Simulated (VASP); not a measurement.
ZnSe: vibrations by perturbation theory with PBEsol

The system is ZnSe.

```xyz
2
Lattice="0.0000 2.8166 2.8166 2.8166 0.0000 2.8166 2.8166 2.8166 0.0000" Properties=species:S:1:pos:R:3 pbc="T T T"
Zn    0.0000    0.0000    0.0000
Se    4.2249    4.2249    4.2249
```

```yaml
Program: VASP 6.6.1
Task: vibrations by perturbation theory
Functional: PBEsol
Potentials_or_basis: VASP PAW PBE potentials, release 64 (Zn, Se)
Cutoff: 520 eV
k_mesh: 8 × 8 × 8
Occupations: gaussian, width 0.01 eV
Spin: no spin polarisation
Dipole_correction: no
Further_INCAR_settings: ALGO = Normal; EDIFF = 1e-08; IBRION = 8; NSW = 1
```

```
Highest phonon frequency at Γ, LO-TO splitting left out : 210 cm⁻¹
```

Phonon frequencies in cm⁻¹ (negative: imaginary):
```csv
q point,frequencies
"(0.000, 0.000, 0.000)",0 0 0 210 210 210
```

It took 3.8 min on 1 thread of Intel(R) Xeon(R) Platinum 8259CL CPU @ 2.50GHz (Skylake/Cascade Lake), with other jobs on the host, peak memory 0.3 GiB.
